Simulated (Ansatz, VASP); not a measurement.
CuO: VASP beside Ansatz

```
Cu O
1.0
     0.00000    2.19042    2.19042
     2.19042    0.00000    2.19042
     2.19042    2.19042    0.00000
Cu O
1 1
Cartesian
  0.0000 0.0000 0.0000
  2.1904 2.1904 2.1904
```

Alike in both runs: task relaxation of cell and atoms; functional PBE; k mesh 8 × 8 × 8; occupations gaussian, width 0.1 eV; collinear spin; Hubbard terms Cu d U = 4.0 eV.

|  | VASP | Ansatz |
| --- | --- | --- |
| version | VASP 6.6.1 | Ansatz 0.2.0 |
| potentials or method | VASP PAW PBE potentials, release 64 (Cu, O), cutoff 600 eV | scalar-relativistic, plane waves, PAW |
| valence electrons in the cell | 17 | 25 |

```csv
,VASP,Ansatz,Ansatz less VASP
"gap on the k mesh at the Fermi level, each at its own relaxed structure (eV)",none,none,-
net moment per atom (μB),0.50,0.22,-0.273
size of the moment on the site where the two differ most (μB),0.58,0.25,-0.327
relaxed volume (Å³/atom),9.50,9.72,+0.220
relaxed cell length with the largest relative difference (Å),2.995,3.018,+0.0230
```

The net moments are unlike, so the other rows may belong to different states. Site moments also hang on the region over which each program counts them. The programs project onto different local orbitals, so the same U acts differently, and such runs can settle in different states. A gap of «none» marks a metal or a gap that the smearing closes. VASP's potentials hold 17 valence electrons a cell and Ansatz's 25, so a difference there can come from the potentials and not from the codes. Ansatz's warnings: filled band counts differ across k points.
